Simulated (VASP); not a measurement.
# InSb (zincblende type) (F-43m) in VASP: further runs, part 2 of 2

VASP 6.6.1.

**3. Single point, PBE (volume scaled by 0.8)**

INCAR reads:

```
SYSTEM = InSb
PREC     = Accurate       ! precision mode
ENCUT    = 520            ! plane-wave cutoff, eV
EDIFF    = 1E-7           ! SCF threshold, eV
ISMEAR   = -1             ! smearing method
SIGMA    = 0.1            ! smearing width, eV
LREAL    = .FALSE.        ! projectors in reciprocal space
LASPH    = .TRUE.         ! aspherical terms in the spheres
NELM     = 100            ! most SCF steps
ALGO     = Normal         ! electronic algorithm
ISIF     = 2              ! what is computed and relaxed
LWAVE    = .FALSE.        ! write WAVECAR
LCHARG   = .TRUE.         ! write CHGCAR
GGA      = PE             ! functional
LELF     = .TRUE.         ! ELF
LVHAR    = .TRUE.       
NBANDS   = 16             ! bands
```

KPOINTS reads:

```
Automatic mesh
0
G
  11 11 11
  0 0 0
```

POSCAR reads:

```
InSb
1.0
    0.0000000000      3.0804649055      3.0804649055
    3.0804649055      0.0000000000      3.0804649055
    3.0804649055      3.0804649055      0.0000000000
In Sb
1 1
Direct
    0.0000000000      0.0000000000      0.0000000000
    0.2500000000      0.2500000000      0.2500000000
```

Potentials or basis: VASP PAW PBE potentials, release 64 (In_d, Sb).

Run with:

```
> cat potpaw_PBE.64/In_d/POTCAR potpaw_PBE.64/Sb/POTCAR > POTCAR
> mpirun -np 1 vasp_std > vasp.out
```

OUTCAR:

```text
SYSTEM = InSb
   PREC = Accurate
   ENCUT = 520
   EDIFF = 1E-7
   ISMEAR = -1
   LREAL = .FALSE.
   LASPH = .TRUE.
   NELM = 100
   ISIF = 2
   GGA = PE

 ion  position               nearest neighbor table
   1  0.000  0.000  0.000-   2 2.67   2 2.67   2 2.67   2 2.67
   2  0.250  0.250  0.250-   1 2.67   1 2.67   1 2.67   1 2.67

  LATTYP: Found a face centered cubic cell.
 ALAT       =     6.1609298110

  Lattice vectors:

 A1 = (   0.0000000000,   3.0804649055,   3.0804649055)
 A2 = (   3.0804649055,   0.0000000000,   3.0804649055)
 A3 = (   3.0804649055,   3.0804649055,   0.0000000000)

Analysis of symmetry for initial positions (statically):
=====================================================================
 Subroutine PRICEL returns:
 Original cell was already a primitive cell.

 Routine SETGRP: Setting up the symmetry group for a
 face centered cubic supercell.

 Subroutine GETGRP returns: Found 24 space group operations
 (whereof 24 operations were pure point group operations)
 out of a pool of 48 trial point group operations.

The static configuration has the point symmetry T_d .

Analysis of symmetry for dynamics (positions and initial velocities):
=====================================================================
 Subroutine PRICEL returns:
 Original cell was already a primitive cell.

 Routine SETGRP: Setting up the symmetry group for a
 face centered cubic supercell.

 Subroutine GETGRP returns: Found 24 space group operations
 (whereof 24 operations were pure point group operations)
 out of a pool of 48 trial point group operations.

The dynamic configuration has the point symmetry T_d .

 Subroutine INISYM returns: Found 24 space group operations
 (whereof 24 operations are pure point group operations),
 and found     1 'primitive' translations

[... 105 lines left out ...]
   NELECT =      18.0000    total number of electrons
   NUPDOWN=      -1.0000    fix difference up-down
   EMIN   =  10.00;   EMAX   =-10.00  energy-range for DOS
   EFERMI =   0.00;   METHOD = LEGACY
   ISMEAR =    -1;   SIGMA  =   0.10  broadening in eV -4-tet -1-fermi 0-gaus
   EFERMI_NEDOS =   21; number of points for ismear=-14 and -15
   IALGO  =     38    algorithm
   IMIX   =      4    mixing-type and parameters
     AMIX     =   0.40;   BMIX     =  1.00
     AMIX_MAG =   1.60;   BMIX_MAG =  1.00
  volume/ion in A,a.u.               =      29.23       197.26
  Fermi-wavevector in a.u.,A,eV,Ry     =   1.105451  2.088999 16.626610  1.222021
  Thomas-Fermi vector in A             =   2.241938
   LORBIT       =      0    0 simple, 1 ext, 2 COOP (PROOUT), +10 PAW based schemes
   GGA     = PE    functional components
   LHFCALC =     F    Hartree Fock is set to
   AEXX    =    0.0000 exact exchange contribution
   IVDW    =     0    specifies the selected vdW correction
   LEPSILON=     F    determine dielectric tensor
   LRPA    =     F    only Hartree local field effects (RPA)
 non-spin polarized calculation
  energy-cutoff  :      520.00
  volume of cell :       58.46
 maximum number of plane-waves:      1591
   NGX = 17   NGY = 17   NGZ = 17

 number of electron      18.0000006 magnetization

 Free energy of the ion-electron system (eV)
  ---------------------------------------------------
  ext. energy  EPLUGINS =         0.00000000
  ---------------------------------------------------
  free energy    TOTEN  =        -6.44025200 eV

  energy without entropy =       -6.43987750  energy(sigma->0) =       -6.44006475

 E-fermi :   7.2434     XC(G=0):  -9.3510

 val. band max:        6.8635647716   @ k =   0.0000   0.0000   0.0000
 cond. band min:       7.5748464642   @ k =   0.0000   0.0000   0.0000
 fundamental gap:      0.7112816926
 Fermi energy:         7.2433575754

 k-point     1 :       0.0000    0.0000    0.0000
  band No.  band energies     occupation
      1      -8.1701      2.00000
      2      -8.1701      2.00000
      3      -8.1701      2.00000
      4      -8.0328      2.00000
      5      -8.0328      2.00000
      6      -4.9366      2.00000
[... 433 lines left out ...]
      3      -8.1412      2.00000
      4      -8.0384      2.00000
      5      -8.0317      2.00000
      6      -3.9953      2.00000
[... 8 lines left out ...]
     15      15.3177      0.00000
     16      15.8668      0.00000

 [... further k-points ...]
[... 5 lines left out ...]
  --------------------------------------------------------------------------------------
  -------------------------------------------------------------------------------------
  Total        5.0914988      5.0914988      5.0914988     -0.0000000      0.0000000      0.0000000
  in kB      139.5331634    139.5331634    139.5331634     -0.0000000      0.0000000      0.0000000
  external PRESSURE =     139.5331634 kB  Pullay stress =       0.0000000 kB

 VOLUME and BASIS-vectors are now :
 -----------------------------------------------------------------------------
  energy-cutoff  :      520.00
  volume of cell :       58.46
      direct lattice vectors                 reciprocal lattice vectors
     0.000000000  3.080464905  3.080464905    -0.162313162  0.162313162  0.162313162
     3.080464905  0.000000000  3.080464905     0.162313162 -0.162313162  0.162313162
     3.080464905  3.080464905  0.000000000     0.162313162  0.162313162 -0.162313162

 POSITION                                       TOTAL-FORCE (eV/Angst)
 -----------------------------------------------------------------------------------
      0.00000      0.00000      0.00000        -0.000000      0.000000     -0.000000
      1.54023      1.54023      1.54023         0.000000     -0.000000      0.000000
 -----------------------------------------------------------------------------------
    total drift:                               -0.000000     -0.000000     -0.000000

  FREE ENERGIE OF THE ION-ELECTRON SYSTEM (eV)
  ---------------------------------------------------
  free  energy   TOTEN  =        -6.4402520036 eV

  energy  without entropy=       -6.4398774963  energy(sigma->0) =       -6.44006475
```

stdout:

```text
POSCAR found type information on POSCAR InSb
 POSCAR found :  2 types and       2 ions
 scaLAPACK will be used
 LDA part: xc-table for (Slater+PW92), standard interpolation
 POSCAR, INCAR and KPOINTS ok, starting setup
 FFT: planning ... GRIDC
 FFT: planning ... GRID_SOFT
 FFT: planning ... GRID
 WAVECAR not read
 entering main loop
```

Run time: 32 s. Hardware: 1 thread of Intel Xeon Platinum 8559C (Emerald Rapids), shared host; peak memory 0.2 GiB.

Results:

```
Free energy            : -6.4403 eV
Pressure               : 14.0 GPa
Band gap on the k mesh : 0.71 eV, direct
```

Caveat: spin-orbit coupling is left out, which moves the levels of the heavy elements. A k mesh can miss the band edges.

**4. Single point, PBE (volume scaled by 0.8)**

INCAR reads:

```
ALGO = Normal ; EDIFF = 1E-6
ENCUT = 520 ; GGA = PE
ISIF = 2 ; ISMEAR = -1
LASPH = True ; LCHARG = False
LREAL = False ; LWAVE = False
NBANDS = 16 ; NELM = 60
PREC = Accurate ; SIGMA = 0.1
```

KPOINTS reads:

```
k-points
0
Gamma
  11 11 11
```

POSCAR is that of step 3.

Run with:

```
> cat potpaw_PBE.64/In_d/POTCAR potpaw_PBE.64/Sb/POTCAR > POTCAR
> mpirun -np 1 vasp_std > vasp.out
```

Wall time 21 s (1 thread of Intel Xeon Platinum 8559C (Emerald Rapids), shared host); peak memory 0.2 GiB.

The run converged. Its results:

```
Free energy            : -6.4403 eV
Pressure               : 13.9 GPa
Band gap on the k mesh : 0.71 eV, direct
```

Levels at points of the mesh, in eV from the valence-band top:
```
           k point  band 5  band 6  band 7  band 8  band 9  band 10  band 11  band 12  band 13  band 14
(0.00, 0.00, 0.00)  -14.90  -11.80    0.00    0.00    0.00     0.71     2.90     2.90     2.90     5.84
```

Caveat: spin-orbit coupling is left out, which moves the levels of the heavy elements. A k mesh can miss the band edges.
